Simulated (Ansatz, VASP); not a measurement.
# Fe2RuS3: VASP beside Ansatz

```
Ru Fe S
1.0
     4.29142    5.22159    0.00000
     4.29142   -5.22159    0.00000
     0.00000    0.00000   -4.94271
Ru Fe S
2 4 6
Direct
  0.66840 0.33160 0.75000
  0.33160 0.66840 0.25000
  0.85820 0.85820 0.00000
  0.14180 0.14180 0.50000
  0.14180 0.14180 0.00000
  0.85820 0.85820 0.50000
  0.11550 0.88450 0.75000
  0.88450 0.11550 0.25000
  0.62340 0.83700 0.75000
  0.37660 0.16300 0.25000
  0.83700 0.62340 0.25000
  0.16300 0.37660 0.75000
```

Alike in both runs: task single point; functional PBE; k mesh 5 × 5 × 7; no spin polarisation.

|  | VASP | Ansatz |
| --- | --- | --- |
| version | VASP 6.6.1 | Ansatz 0.2.0 |
| potentials or method | VASP PAW PBE potentials, release 64 (Ru_pv, Fe, S), cutoff 520 eV | PAW plane waves |
| occupations | fermi-dirac, width 0.1 eV | fermi-dirac |
| valence electrons in the cell | 96 | 132 |

Ansatz gave:

```
pressure (GPa)                                                : 5.9
traceless stress, the component that is largest in VASP (GPa) : 2.43
rms of the force components (eV/Å)                            : 1.393
```

Question: Which values does VASP return?

Answer: Pressure (GPa): 6.3; traceless stress, the component that is largest in VASP (GPa): 2.52; rms of the force components (eV/Å): 1.437.

Atom by atom the forces differ by 0.047 eV/Å (rms over components). VASP's potentials hold 96 valence electrons a cell and Ansatz's 132, so a difference there can come from the potentials and not from the codes.
